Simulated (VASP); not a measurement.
Cd:

```xyz
2
Lattice="2.8819 0.0000 0.0000 -1.4409 2.4958 0.0000 0.0000 0.0000 5.6384" Properties=species:S:1:pos:R:3 pbc="T T T"
Cd    0.0000    1.6638    1.4096
Cd    1.4409    0.8319    4.2288
```

Base run:

* Program: VASP 6.6.1
* Functional: LDA
* Potentials or basis: VASP PAW LDA potentials, release 64 (Cd)
* Cutoff: 520 eV
* k mesh: 13 × 13 × 6
* Occupations: fermi-dirac, width 0.6 eV
* Spin: no spin polarisation

Its results: band gap on the k mesh zero (bands 12 and 13 overlap by 4.68 eV); pressure 2.5 GPa.

**Question.** The run is repeated on the same cell with these changes: occupations from fermi-dirac, width 0.6 eV to methfessel-paxton, width 1 eV. What comes out?

**Answer.** Band gap on the k mesh zero (bands 12 and 13 overlap by 4.69 eV); pressure 0.7 GPa.

Caveats: so wide a smearing shifts energies and pressures.
